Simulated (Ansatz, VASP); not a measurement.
**Two plane-wave programs on Si2W**

```xyz
3
Lattice="-1.6146 1.6146 3.9336 1.6146 -1.6146 3.9336 1.6146 1.6146 -3.9336" Properties=species:S:1:pos:R:3 pbc="T T T"
Si    0.0000    0.0000    2.5489
Si    0.0000    0.0000    5.3184
W     0.0000    0.0000    0.0000
```

Alike in both runs: task single point; functional PBE; k mesh 18 × 18 × 18; occupations gaussian, width 0.15 eV; no spin polarisation.

|  | VASP | Ansatz |
| --- | --- | --- |
| version | VASP 6.6.1 | Ansatz 0.2.0 |
| potentials or method | VASP PAW PBE potentials, release 64 (Si, W_sv), cutoff 520 eV | scalar-relativistic, plane waves, PAW |
| valence electrons in the cell | 22 | 22 |

|  | VASP | Ansatz | Ansatz less VASP |
| --- | --- | --- | --- |
| gap on the k mesh at the Fermi level (eV) | none | none | - |
| pressure (GPa) | -0.3 | -0.3 | 0.00 |
| traceless stress, the component that is largest in VASP (GPa) | 1.24 | 1.27 | +0.035 |
| rms of the force components (eV/Å) | 0.714 | 0.715 | +0.0017 |

Atom by atom the forces differ by 0.002 eV/Å (rms over components). A gap of «none» marks a metal or a gap that the smearing closes. The functional is the same, so the differences come from potentials, cutoffs and numerics.

Neither program's run includes spin-orbit coupling.
